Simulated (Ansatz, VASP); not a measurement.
**Hf in VASP and in Ansatz**

```
Hf
1.0
     2.70402    0.00000    0.00000
     0.00000    2.70402    0.00000
     0.00000    0.00000    2.70402
Hf
1
Cartesian
  0.0000 0.0000 0.0000
```

Change from the starting cell: volume scaled by 0.84, LAPW.

Alike in both runs: task single point; functional PBEsol; k mesh 13 × 13 × 13; occupations fermi-dirac, width 0.08 eV; no spin polarisation.

|  | VASP | Ansatz |
| --- | --- | --- |
| version | VASP 6.6.1 | Ansatz 0.2.0 |
| potentials or method | VASP PAW PBE potentials, release 64 (Hf_pv), cutoff 520 eV | all-electron LAPW, scalar-relativistic |

|  | VASP | Ansatz | Ansatz less VASP |
| --- | --- | --- | --- |
| pressure (GPa) | 19.3 | 19.7 | +0.42 |

VASP's potentials were made for PBE, not for PBEsol. Ansatz ran all-electron here, and VASP with PAW potentials.

Spin-orbit coupling is off throughout.
